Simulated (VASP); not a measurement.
Write the native input for VASP 6.6.1 that does the following.

```
Task                   : single point
Functional             : PBE
Potentials or basis    : VASP PAW PBE potentials, release 64 (B)
Cutoff                 : 520 eV
k mesh                 : 12 × 12 × 12
Occupations            : gaussian, width 0.1 eV
Spin                   : no spin polarisation
Dipole correction      : no
Further INCAR settings : ALGO = Normal; EDIFF = 1e-07; NBANDS = 18
```

The structure of B lies in POSCAR:

```
B
1.0
    2.2738496666      1.3128077171      2.4922071760
   -2.2738496666      1.3128077171      2.4922071760
    0.0000000000     -2.6256154342      2.4922071760
B
6
Direct
    0.1501469855      0.1501469855      0.5325769613
    0.5325769613      0.1501469855      0.1501469855
    0.1501469855      0.5325769613      0.1501469855
    0.4674230387      0.8498530145      0.8498530145
    0.8498530145      0.8498530145      0.4674230387
    0.8498530145      0.4674230387      0.8498530145
```

The cell was generated, and may not be a known phase.

One way to write it, as run:

INCAR

```
PREC     = Accurate       # precision mode
ENCUT    = 520            # plane-wave cutoff, eV
EDIFF    = 1E-7           # SCF threshold, eV
ISMEAR   = 0              # smearing method
SIGMA    = 0.1            # smearing width, eV
LREAL    = False          # projectors in reciprocal space
LASPH    = True           # aspherical terms in the spheres
NELM     = 80             # most SCF steps
ALGO     = Normal         # electronic algorithm
ISIF     = 2              # what is computed and relaxed
LWAVE    = False          # write WAVECAR
LCHARG   = False          # write CHGCAR
GGA      = PE             # functional
NBANDS   = 18             # bands
```

KPOINTS

```
regular mesh
0
Gamma
  12 12 12
```

Potentials or basis: VASP PAW PBE potentials, release 64 (B).

The run is started by

```bash
$ cat potpaw_PBE.64/B/POTCAR > POTCAR
$ mpirun -np 1 vasp_std > vasp.out
```

Results of the run:

- Pressure: 0.0 GPa
- Largest force: 0.007 eV/Å
- Band gap on the k mesh: zero (bands 9 and 10 overlap by 3.97 eV)

Run time: 3.4 min on 1 thread of Intel Xeon 8259CL, with other jobs on the host, peak memory 0.23 GiB.
